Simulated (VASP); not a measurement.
The system is CuO.

```xyz
4
Lattice="2.3447 -1.7134 0.0000 2.3447 1.7134 0.0000 -0.8606 0.0000 5.0594" Properties=species:S:1:pos:R:3 pbc="T T T"
Cu    0.7420   -0.8457    2.5297
Cu    1.1723    0.8457    0.0000
O     1.6421    0.2841    3.8133
O     2.0724   -0.2841    1.2836
```

Base run:

| Item | Value |
| --- | --- |
| Program | VASP 6.6.1 |
| Functional | PBEsol |
| Potentials or basis | VASP PAW PBE potentials, release 64 (Cu, O) |
| Cutoff | 520 eV |
| k mesh | 10 × 10 × 5 |
| Occupations | fermi-dirac, width 0.05 eV |
| Spin | no spin polarisation |
| Hubbard terms | Cu d U = 4.0 eV |

Its results: band gap on the k mesh zero (bands 17 and 18 overlap by 0.65 eV); pressure -5.1 GPa; largest force 0.694 eV/Å.

**Question.** The run is repeated on the same cell with these changes: hubbard terms from Cu d U = 4.0 eV to Cu d U = 1.0 eV. What comes out?

**Answer.** Band gap on the k mesh zero (bands 17 and 18 overlap by 0.62 eV); pressure -2.8 GPa; largest force 0.741 eV/Å.

Caveats: the PAW data sets were made with another functional, which shifts forces and pressure a little; U without spin polarisation on a metal has little footing; the cell stands under tension (at least some runs).
